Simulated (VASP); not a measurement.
WS2 (Tungstenite), 6 atoms in the cell. Symmetry: P6_3/mmc, No. 194, hexagonal system. Conventional cell: a = 3.189 Å, b = 3.189 Å, c = 12.013 Å, α = 90.00°, β = 90.00°, γ = 120.00°. W (site symmetry -6m2) has 6 S at 2.40 Å and 6 W at 3.19 Å within 3.2 Å. Within 3.2 Å of S (site symmetry 3m) lie 3 W at 2.40 Å and 7 S at 3.09 to 3.19 Å.  This cell differs from its parent crystal: in-plane strain +0.02.

```yaml
Program: VASP 6.6.1
Task: single point
Functional: LDA
Potentials_or_basis: VASP PAW LDA potentials, release 64 (W_sv, S)
Cutoff: 520 eV
k_mesh: 6 × 6 × 2
Occupations: gaussian, width 0.01 eV
Spin: no spin polarisation
Dipole_correction: no
Further_INCAR_settings: ALGO = Normal; EDIFF = 1e-06; NBANDS = 35
```

Potentials or basis: VASP PAW LDA potentials, release 64 (W_sv, S).

Run with:

```console
$ cat potpaw_LDA.64/W_sv/POTCAR potpaw_LDA.64/S/POTCAR > POTCAR
$ mpirun -np 1 vasp_std > vasp.out
```

Hardware: 1 thread of Intel(R) Xeon(R) Platinum 8375C CPU @ 2.90GHz (Ice Lake), on a shared host.

How long does it take, and how much memory?

Run time: 43 s on 1 thread of Intel(R) Xeon(R) Platinum 8375C CPU @ 2.90GHz (Ice Lake), with other jobs on the host, peak memory 0.2 GiB. Counts: scf iterations 15, k points 14.
